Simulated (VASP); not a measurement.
Wanted: the native input for a VASP 6.6.1 run.

* Task: single point
* Functional: PBEsol
* Potentials or basis: VASP PAW PBE potentials, release 64 (Cu)
* Cutoff: 520 eV
* k mesh: 12 × 12 × 12
* Occupations: gaussian, width 0.15 eV
* Spin: no spin polarisation
* Dipole correction: no
* Further INCAR settings: ALGO = Fast; EDIFF = 1e-06; NBANDS = 54

The structure of Cu lies in POSCAR:

```
Cu
1.0
    3.6150000000      0.0000000000      3.6150000000
    0.0000000000     -3.6150000000      3.6150000000
    3.6150000000     -3.6150000000      0.0000000000
Cu
8
Direct
    0.0165975104      0.0165975104      0.4834024896
    0.0000000000      0.5000000000      0.5000000000
    0.5000000000      0.0000000000      0.5000000000
    0.5000000000      0.5000000000      0.5000000000
    0.0000000000      0.0000000000      0.0000000000
    0.0000000000      0.5000000000      0.0000000000
    0.5000000000      0.0000000000      0.0000000000
    0.5000000000      0.5000000000      0.0000000000
```

This cell differs from its parent crystal: atom 1 (Cu) moved -0.120 Å towards its neighbour atom 8 (Cu) at 3.615 Å.

The input as run:

INCAR

```
  ALGO = Fast
  EDIFF = 1E-6
  ENCUT = 520
  GGA = PS
  ISIF = 2
  ISMEAR = 0
  LASPH = T
  LCHARG = F
  LREAL = F
  LWAVE = F
  NBANDS = 54
  NELM = 80
  PREC = Accurate
  SIGMA = 0.15
```

KPOINTS

```
k-points
0
Gamma
  12 12 12
```

Potentials or basis: VASP PAW PBE potentials, release 64 (Cu).

Command:

```sh
$ cat potpaw_PBE.64/Cu/POTCAR > POTCAR
$ mpirun -np 1 vasp_std > vasp.out
```

It gave:

```
Pressure               : -5.4 GPa
Largest force          : 0.780 eV/Å
Band gap on the k mesh : zero (band 44 reaches 8.29 eV, above the bottom of band 45 at 6.39 eV)
```

Caveat: the cell differs from its parent crystal (atom 1 (Cu) moved -0.120 Å towards its neighbour atom 8 (Cu) at 3.615 Å); the PAW data sets were made with another functional, which shifts forces and pressure a little.

Run time: 17 min on 1 thread of Intel Xeon 6975P-C, with other jobs on the host, peak memory 0.65 GiB.
